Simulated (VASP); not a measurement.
# CaO (Fm-3m) in VASP: further runs

CaO is run at these levels: PBE; tasks: electric field gradients.

Program: VASP 6.6.1. These are calculated values, not measurements. Logs are shortened: lines on timing, memory, paths and dates and some standing lists are left out, and cuts for length are marked.

## 1. The cell of the first run

The structure is cubic, space group Fm-3m (No. 225). Conventional cell: a = 4.898 Å, b = 4.898 Å, c = 4.898 Å, α = 90.00°, β = 90.00°, γ = 90.00°. Within 3.2 Å of Ca (site symmetry m-3m) lie 6 O at 2.45 Å. O (site symmetry m-3m) has 6 Ca at 2.45 Å within 3.2 Å.

## 2. Electric field gradients, PBE

INCAR

```
PREC = Accurate
ENCUT = 520
EDIFF = 1E-8
ISMEAR = -1
SIGMA = 0.03
LREAL = F
LASPH = T
NELM = 100
ALGO = Normal
ISIF = 2
LWAVE = F
LCHARG = F
GGA = PE
LEFG = T
NBANDS = 15
```

KPOINTS

```
Automatic mesh
0
Gamma
  9 9 9
```

POSCAR

```
CaO
1.0
    0.0000000000      2.4490000000      2.4490000000
    2.4490000000      0.0000000000      2.4490000000
    2.4490000000      2.4490000000      0.0000000000
Ca O
1 1
Direct
    0.0000000000      0.0000000000      0.0000000000
    0.5000000000      0.5000000000      0.5000000000
```

Potentials or basis: VASP PAW PBE potentials, release 64 (Ca_sv, O).

Started as:

```sh
$ cat potpaw_PBE.64/Ca_sv/POTCAR potpaw_PBE.64/O/POTCAR > POTCAR
$ mpirun -np 1 vasp_std > vasp.out
```

OUTCAR:

```text
PREC = Accurate
   ENCUT = 520
   EDIFF = 1E-8
   ISMEAR = -1
   LREAL = F
   LASPH = T
   NELM = 100
   ISIF = 2
   GGA = PE

 ion  position               nearest neighbor table
   1  0.000  0.000  0.000-   2 2.45   2 2.45   2 2.45   2 2.45   2 2.45   2 2.45
   2  0.500  0.500  0.500-   1 2.45   1 2.45   1 2.45   1 2.45   1 2.45   1 2.45

  LATTYP: Found a face centered cubic cell.
 ALAT       =     4.8980000000

  Lattice vectors:

 A1 = (   0.0000000000,   2.4490000000,   2.4490000000)
 A2 = (   2.4490000000,   0.0000000000,   2.4490000000)
 A3 = (   2.4490000000,   2.4490000000,   0.0000000000)

Analysis of symmetry for initial positions (statically):
=====================================================================
 Subroutine PRICEL returns:
 Original cell was already a primitive cell.

 Routine SETGRP: Setting up the symmetry group for a
 face centered cubic supercell.

 Subroutine GETGRP returns: Found 48 space group operations
 (whereof 48 operations were pure point group operations)
 out of a pool of 48 trial point group operations.

The static configuration has the point symmetry O_h .

Analysis of symmetry for dynamics (positions and initial velocities):
=====================================================================
 Subroutine PRICEL returns:
 Original cell was already a primitive cell.

 Routine SETGRP: Setting up the symmetry group for a
 face centered cubic supercell.

 Subroutine GETGRP returns: Found 48 space group operations
 (whereof 48 operations were pure point group operations)
 out of a pool of 48 trial point group operations.

The dynamic configuration has the point symmetry O_h .

 Subroutine INISYM returns: Found 48 space group operations
 (whereof 48 operations are pure point group operations),
 and found     1 'primitive' translations

----------------------------------------------------------------------------------------

                                     Primitive cell

  volume of cell :      29.3762

  direct lattice vectors                    reciprocal lattice vectors
     0.000000000  2.449000000  2.449000000    -0.204164965  0.204164965  0.204164965
     2.449000000  0.000000000  2.449000000     0.204164965 -0.204164965  0.204164965
     2.449000000  2.449000000  0.000000000     0.204164965  0.204164965 -0.204164965

  length of vectors
[... 134 lines left out ...]
 fundamental gap:      3.6983617355
 Fermi energy:         2.7241242300

 k-point     1 :       0.0000    0.0000    0.0000
  band No.  band energies     occupation
      1     -35.8356      2.00000
      2     -16.6359      2.00000
      3     -16.6359      2.00000
      4     -16.6359      2.00000
      5     -13.3854      2.00000
      6       2.0381      2.00000
      7       2.0381      2.00000
      8       2.0381      2.00000
      9       6.3073      0.00000
     10       8.1201      0.00000
     11       8.1201      0.00000
     12       8.1201      0.00000
     13       9.5277      0.00000
     14       9.5277      0.00000
[... 401 lines left out ...]
      2     -17.1325      2.00000
      3     -16.8183      2.00000
      4     -16.8183      2.00000
      5     -13.1211      2.00000
      6       0.6616      2.00000
      7       1.6562      2.00000
      8       1.6562      2.00000
      9       5.7365      0.00000
     10       9.6013      0.00000
     11      10.5716      0.00000
     12      11.1241      0.00000
     13      11.1241      0.00000
     14      12.5953      0.00000
     15      15.1538      0.00000

 [... further k-points ...]

------------------------ aborting loop because EDIFF is reached ----------------------------------------

  FORCE on cell =-STRESS in cart. coord.  units (eV):
  Direction    XX          YY          ZZ          XY          YZ          ZX
  --------------------------------------------------------------------------------------
  -------------------------------------------------------------------------------------
  Total       -0.6482846     -0.6482846     -0.6482846     -0.0000000     -0.0000000     -0.0000000
  in kB      -35.3573703    -35.3573703    -35.3573703     -0.0000000     -0.0000000     -0.0000000
  external PRESSURE =     -35.3573703 kB  Pullay stress =       0.0000000 kB

 VOLUME and BASIS-vectors are now :
 -----------------------------------------------------------------------------
  energy-cutoff  :      520.00
  volume of cell :       29.38
      direct lattice vectors                 reciprocal lattice vectors
     0.000000000  2.449000000  2.449000000    -0.204164965  0.204164965  0.204164965
     2.449000000  0.000000000  2.449000000     0.204164965 -0.204164965  0.204164965
     2.449000000  2.449000000  0.000000000     0.204164965  0.204164965 -0.204164965

 POSITION                                       TOTAL-FORCE (eV/Angst)
 -----------------------------------------------------------------------------------
      0.00000      0.00000      0.00000         0.000000      0.000000      0.000000
      2.44900      2.44900      2.44900         0.000000     -0.000000     -0.000000
 -----------------------------------------------------------------------------------
    total drift:                                0.000000      0.000000      0.000000

  FREE ENERGIE OF THE ION-ELECTRON SYSTEM (eV)
  ---------------------------------------------------
  free  energy   TOTEN  =       -12.7948781400 eV

  energy  without entropy=      -12.7948781400  energy(sigma->0) =      -12.79487814

 Electric field gradients (V/A^2)
---------------------------------------------------------------------
 ion       V_xx      V_yy      V_zz      V_xy      V_xz      V_yz
---------------------------------------------------------------------
   1       0.000     0.000    -0.000    -0.000    -0.000    -0.000
   2      -0.000    -0.000    -0.000    -0.002    -0.002    -0.002
---------------------------------------------------------------------

 Electric field gradients after diagonalization (V/A^2)
 (convention: |V_zz| > |V_xx| > |V_yy|)
----------------------------------------------------------------------
 ion       V_xx      V_yy      V_zz     asymmetry (V_yy - V_xx)/ V_zz
----------------------------------------------------------------------
   1       0.000     0.000    -0.000       0.000
   2       0.002     0.002    -0.004       0.000
----------------------------------------------------------------------

           NMR quadrupolar parameters

 Cq : quadrupolar parameter    Cq=e*Q*V_zz/h
 eta: asymmetry parameters     (V_yy - V_xx)/ V_zz
 Q  : nuclear electric quadrupole moment in mb (millibarn)
----------------------------------------------------------------------
 ion       Cq(MHz)       eta       Q (mb)
----------------------------------------------------------------------
   1      -0.000       0.000       1.000
   2      -0.000       0.000       1.000
----------------------------------------------------------------------
```

stdout:

```text
POSCAR found type information on POSCAR CaO
 POSCAR found :  2 types and       2 ions
 scaLAPACK will be used
 LDA part: xc-table for (Slater+PW92), standard interpolation
 POSCAR, INCAR and KPOINTS ok, starting setup
 FFT: planning ... GRIDC
 FFT: planning ... GRID_SOFT
 FFT: planning ... GRID
 WAVECAR not read
 entering main loop
ion   1

ion   2
```

It took 14 s on 1 thread of Intel Xeon Platinum 8488C (Sapphire Rapids), shared host; peak memory 0.16 GiB.

Results:

```
Free energy            : -12.7949 eV
Pressure               : -3.5 GPa
Band gap on the k mesh : 3.70 eV, indirect (least direct gap 4.08 eV)
```

Caveat: without QUAD_EFG the Cq values of the log hold for a quadrupole moment of 1 mb, not for the nuclei.

## 3. Electric field gradients, PBE (volume scaled by 0.975)

INCAR

```
PREC = Accurate
ENCUT = 520
EDIFF = 1E-8
ISMEAR = -1
SIGMA = 0.03
LREAL = False
LASPH = True
NELM = 100
ALGO = Normal
ISIF = 2
LWAVE = False
LCHARG = False
GGA = PE
LEFG = True
NBANDS = 15
```

KPOINTS is that of step 2.

POSCAR

```
CaO
1.0
    0.0000000000      2.4284191950      2.4284191950
    2.4284191950      0.0000000000      2.4284191950
    2.4284191950      2.4284191950      0.0000000000
Ca O
1 1
Direct
    0.0000000000      0.0000000000      0.0000000000
    0.5000000000      0.5000000000      0.5000000000
```

Potentials or basis: VASP PAW PBE potentials, release 64 (Ca_sv, O).

Started as:

```sh
$ cat potpaw_PBE.64/Ca_sv/POTCAR potpaw_PBE.64/O/POTCAR > POTCAR
$ mpirun -np 1 vasp_std > vasp.out
```

OUTCAR:

```text
PREC = Accurate
   ENCUT = 520
   EDIFF = 1E-8
   ISMEAR = -1
   LREAL = False
   LASPH = True
   NELM = 100
   ISIF = 2
   GGA = PE

 ion  position               nearest neighbor table
   1  0.000  0.000  0.000-   2 2.43   2 2.43   2 2.43   2 2.43   2 2.43   2 2.43
   2  0.500  0.500  0.500-   1 2.43   1 2.43   1 2.43   1 2.43   1 2.43   1 2.43

  LATTYP: Found a face centered cubic cell.
 ALAT       =     4.8568383900

  Lattice vectors:

 A1 = (   0.0000000000,   2.4284191950,   2.4284191950)
 A2 = (   2.4284191950,   0.0000000000,   2.4284191950)
 A3 = (   2.4284191950,   2.4284191950,   0.0000000000)

Analysis of symmetry for initial positions (statically):
=====================================================================
 Subroutine PRICEL returns:
 Original cell was already a primitive cell.

 Routine SETGRP: Setting up the symmetry group for a
 face centered cubic supercell.

[... 620 lines left out ...]
  volume of cell :       28.64
      direct lattice vectors                 reciprocal lattice vectors
     0.000000000  2.428419195  2.428419195    -0.205895259  0.205895259  0.205895259
     2.428419195  0.000000000  2.428419195     0.205895259 -0.205895259  0.205895259
     2.428419195  2.428419195  0.000000000     0.205895259  0.205895259 -0.205895259

 POSITION                                       TOTAL-FORCE (eV/Angst)
 -----------------------------------------------------------------------------------
      0.00000      0.00000      0.00000         0.000000      0.000000      0.000000
      2.42842      2.42842      2.42842        -0.000000     -0.000000     -0.000000
 -----------------------------------------------------------------------------------
    total drift:                                0.000000      0.000000      0.000000

  FREE ENERGIE OF THE ION-ELECTRON SYSTEM (eV)
  ---------------------------------------------------
  free  energy   TOTEN  =       -12.8049684357 eV

  energy  without entropy=      -12.8049684357  energy(sigma->0) =      -12.80496844

 Electric field gradients (V/A^2)
---------------------------------------------------------------------
 ion       V_xx      V_yy      V_zz      V_xy      V_xz      V_yz
---------------------------------------------------------------------
   1       0.000     0.000     0.000     0.000     0.000     0.000
   2      -0.000    -0.000     0.000    -0.002    -0.002    -0.002
---------------------------------------------------------------------

 Electric field gradients after diagonalization (V/A^2)
 (convention: |V_zz| > |V_xx| > |V_yy|)
----------------------------------------------------------------------
 ion       V_xx      V_yy      V_zz     asymmetry (V_yy - V_xx)/ V_zz
----------------------------------------------------------------------
   1      -0.000    -0.000     0.000       0.000
   2       0.002     0.002    -0.003       0.000
----------------------------------------------------------------------

           NMR quadrupolar parameters

 Cq : quadrupolar parameter    Cq=e*Q*V_zz/h
 eta: asymmetry parameters     (V_yy - V_xx)/ V_zz
 Q  : nuclear electric quadrupole moment in mb (millibarn)
----------------------------------------------------------------------
 ion       Cq(MHz)       eta       Q (mb)
----------------------------------------------------------------------
   1       0.000       0.000       1.000
   2      -0.000       0.000       1.000
----------------------------------------------------------------------
```

OSZICAR:

```text
N       E                     dE             d eps       ncg     rms          rms(c)
DAV:   1     0.125811256912E+03    0.12581E+03   -0.83611E+03  1050   0.109E+03
DAV:   2    -0.916010263539E+01   -0.13497E+03   -0.12658E+03  1309   0.290E+02
DAV:   3    -0.143593819801E+02   -0.51993E+01   -0.51661E+01  1218   0.584E+01
DAV:   4    -0.145141452874E+02   -0.15476E+00   -0.15468E+00  1528   0.914E+00
DAV:   5    -0.145153780606E+02   -0.12328E-02   -0.12328E-02  1198   0.744E-01    0.856E+00
DAV:   6    -0.128896946042E+02    0.16257E+01   -0.52367E+00  1162   0.220E+01    0.369E+00
DAV:   7    -0.128083101863E+02    0.81384E-01   -0.41698E-01  1191   0.660E+00    0.181E+00
DAV:   8    -0.128056372531E+02    0.26729E-02   -0.76917E-02  1323   0.300E+00    0.412E-01
DAV:   9    -0.128043065847E+02    0.13307E-02   -0.43299E-03  1106   0.542E-01    0.112E-01
DAV:  10    -0.128049922374E+02   -0.68565E-03   -0.76215E-04  1254   0.245E-01    0.464E-02
DAV:  11    -0.128049681942E+02    0.24043E-04   -0.45291E-05  1293   0.815E-02    0.597E-03
DAV:  12    -0.128049683549E+02   -0.16069E-06   -0.76544E-06  1204   0.234E-02    0.414E-03
DAV:  13    -0.128049684203E+02   -0.65474E-07   -0.30023E-07  1333   0.617E-03    0.684E-04
DAV:  14    -0.128049684553E+02   -0.34960E-07   -0.51818E-08  1451   0.211E-03    0.178E-04
DAV:  15    -0.128049684358E+02    0.19460E-07   -0.24649E-09   665   0.464E-04    0.181E-04
DAV:  16    -0.128049684357E+02    0.12778E-09   -0.14261E-09   539   0.326E-04
   1 F= -.12804968E+02 E0= -.12804968E+02  d E =-.616903E-12
```

Wall time 14 s (1 thread of Intel Xeon Platinum 8488C (Sapphire Rapids), shared host); peak memory 0.16 GiB.

What came out:

* Free energy: -12.8050 eV
* Pressure: -1.1 GPa
* Band gap on the k mesh: 3.70 eV, indirect (least direct gap 4.08 eV)

Levels at points of the mesh, in eV from the valence-band top:
| k point | band 4 | band 5 | band 6 | band 7 | band 8 | band 9 | band 10 | band 11 | band 12 | band 13 |
| --- | --- | --- | --- | --- | --- | --- | --- | --- | --- | --- |
| (0.00, 0.00, 0.00) | -18.55 | -15.47 | 0.00 | 0.00 | 0.00 | 4.46 | 6.15 | 6.15 | 6.15 | 7.60 |

Caveat: without QUAD_EFG the Cq values of the log hold for a quadrupole moment of 1 mb, not for the nuclei.
